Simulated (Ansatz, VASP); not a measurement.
## Al32H: VASP beside Ansatz

```
Al H
1.0
     8.10000    0.00000    0.00000
     0.00000    8.10000    0.00000
     0.00000    0.00000    8.10000
Al H
32 1
Direct
  0.49913 0.99993 0.00012
  0.75013 0.24849 0.00017
  0.75015 0.99988 0.24866
  0.00111 0.99992 0.00012
  0.25016 0.24897 0.00012
  0.49869 0.49993 0.00019
  0.75014 0.75139 0.00019
  0.25016 0.99993 0.24910
  0.50067 0.25036 0.25062
  0.75011 0.49995 0.24479
  0.49870 0.99988 0.50011
  0.75010 0.24418 0.50007
  0.75013 0.99990 0.75154
  0.00157 0.49994 0.00016
  0.25016 0.75093 0.00012
  0.99975 0.25036 0.25058
  0.25025 0.49993 0.24864
  0.50068 0.74944 0.25062
  0.00156 0.99990 0.50009
  0.25023 0.24848 0.50010
  0.49490 0.49995 0.50008
  0.75011 0.75533 0.50008
  0.25016 0.99992 0.75107
  0.50064 0.25037 0.74969
  0.75010 0.49996 0.75599
  0.99975 0.74945 0.25061
  0.00613 0.49996 0.50007
  0.25025 0.75140 0.50010
  0.99977 0.25033 0.74972
  0.25022 0.49994 0.75155
  0.50066 0.74944 0.74969
  0.99975 0.74949 0.74970
  0.75194 0.49909 0.50146
```

Alike in both runs: functional PBE; dispersion D3(BJ); k mesh 3 × 3 × 3; occupations fermi-dirac, width 0.15 eV; no spin polarisation.

Ansatz relaxed the structure, and its values are those at the end. VASP's run is a single point on that final structure, the one shown.

|  | VASP | Ansatz |
| --- | --- | --- |
| version | VASP 6.6.1 | Ansatz 0.2.0 |
| potentials or method | VASP PAW PBE potentials, release 64 (Al, H), cutoff 520 eV | scalar-relativistic, plane waves, PAW |
| valence electrons in the cell | 97 | 97 |

|  | VASP | Ansatz | Ansatz less VASP |
| --- | --- | --- | --- |
| rms of the force components (eV/Å) | 0.003 | 0.002 | -0.0007 |
